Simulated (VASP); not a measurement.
Wanted: the native input for a VASP 6.6.1 run.

- Task: single point
- Functional: RPBE
- Dispersion: D4
- Potentials or basis: VASP PAW PBE potentials, release 64 (Te)
- Cutoff: 520 eV
- k mesh: 7 × 7 × 5
- Occupations: fermi-dirac, width 0.05 eV
- Spin: no spin polarisation
- Dipole correction: no
- Further INCAR settings: ALGO = Normal; EDIFF = 1e-06; NBANDS = 16

The structure of Te lies in POSCAR:

```
Te
1.0
    4.4241064818      0.0000000000      0.0000000000
   -2.2120532409      3.8313886024      0.0000000000
    0.0000000000      0.0000000000      5.8842404128
Te
3
Direct
    0.7310000000      0.7310000000      0.0000000000
    0.0000000000      0.2690000000      0.6666666667
    0.2690000000      0.0000000000      0.3333333333
```

The input as run:

INCAR

```
SYSTEM = Te
  PREC = Accurate
  ENCUT = 520
  EDIFF = 1E-6
  ISMEAR = -1
  SIGMA = 0.05
  LREAL = .False.
  LASPH = .True.
  NELM = 80
  ALGO = Normal
  ISIF = 2
  LWAVE = .False.
  LCHARG = .True.
  GGA = RP
  IVDW = 13
  LELF = .True.
  LVHAR = .True.
  NBANDS = 16
```

KPOINTS

```
regular mesh
0
Gamma
  7 7 5
  0 0 0
```

Potentials or basis: VASP PAW PBE potentials, release 64 (Te).

The run is started by

```console
$ cat potpaw_PBE.64/Te/POTCAR > POTCAR
$ mpirun -np 1 vasp_std > vasp.out
```

It gave:

* Pressure: -0.9 GPa
* Largest force: 0.314 eV/Å
* Band gap on the k mesh: 0.66 eV (least direct gap 0.82 eV)
* Dispersion energy per atom: -0.884 eV

Caveat: semilocal functionals underestimate gaps, and a narrow one can read as zero; the PAW data sets were made with another functional, which shifts forces and pressure a little; spin-orbit coupling is left out, which moves the levels of the heavy elements.

Wall time 79 s on 1 thread of Intel Xeon 8259CL (shared host), peak memory 0.25 GiB.
